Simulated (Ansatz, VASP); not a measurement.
# PbSe in VASP and in Ansatz

```
Pb Se
1.0
     5.17414    0.00000    0.00000
    -2.58707    4.48094    0.00000
     0.00000    0.00000    6.16444
Pb Se
2 2
Direct
  0.33333 0.66667 0.93708
  0.66667 0.33333 0.43708
  0.33333 0.66667 0.43792
  0.66667 0.33333 0.93792
```

Change from the starting cell: uniaxial_z strain -0.8%.

Alike in both runs: task single point; functional r2SCAN; k mesh 6 × 6 × 4; no spin polarisation.

|  | VASP | Ansatz |
| --- | --- | --- |
| version | VASP 6.6.1 | Ansatz 0.2.0 |
| potentials or method | VASP PAW PBE potentials, release 64 (Pb_d, Se) | plane waves, PAW |
| plane-wave cutoff (eV) | 520 | 500 |
| occupations | gaussian, width 0.01 eV | fixed |
| valence electrons in the cell | 40 | 60 |

|  | VASP | Ansatz | Ansatz less VASP |
| --- | --- | --- | --- |
| gap on the k mesh at the Fermi level (eV) | 1.48 | 1.48 | -0.002 |
| pressure (GPa) | 0.3 | 0.3 | -0.01 |
| traceless stress, the component that is largest in VASP (GPa) | 0.50 | 0.50 | +0.007 |

VASP's potentials were made for PBE, not for r2SCAN. VASP's potentials hold 40 valence electrons a cell and Ansatz's 60, so a difference there can come from the potentials and not from the codes.

Spin-orbit coupling is off throughout.
